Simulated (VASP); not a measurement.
Runs of VASP 6.6.1 on CsCl. The structure is that of space group Pm-3m (No. 221), or close to it. The cells are those of the table. 

```csv
task,level,potentials or basis,cell,k mesh,cutoff (eV),smearing,GW scheme,GW iterations,cutoff of the response function,frequency points,empty bands,gap on the mesh (eV),pressure (GPa)
single point,PBE,"VASP PAW PBE potentials, release 64 (Cs_sv, Cl)","a = 4.137 Å, 2 atoms",6 × 6 × 6,500,fermi-dirac 0.02 eV,-,-,-,-,-,5.21,0.8
single point,HSE06,"VASP PAW PBE potentials, release 64 (Cs_sv, Cl)","a = 4.137 Å, 2 atoms",4 × 4 × 4,400,gaussian 0.01 eV,-,-,-,-,-,(c),0.5
single point,r2SCAN,"VASP PAW PBE potentials, release 64 (Cs_sv, Cl)","a = 4.137 Å, 2 atoms",6 × 6 × 6,550,gaussian 0.01 eV,-,-,-,-,-,5.91,(b)
single point,PBE,"VASP PAW PBE potentials, release 64 (Cs_sv, Cl)","a = 3.894 Å, 2 atoms",6 × 6 × 6,500,fermi-dirac 0.02 eV,-,-,-,-,-,5.13,(a)
```

Alike in all rows: no spin polarisation.

Q: Fill in the values left out.

A: (a) 6.1; (b) 0.1; (c) 6.53.

Caveats: spin-orbit coupling is left out, which moves the levels of the heavy elements; the PAW data sets were made with another functional, which shifts forces and pressure a little (some runs).

A k mesh can miss the band edges, and the runs leave out spin-orbit coupling on Cs.
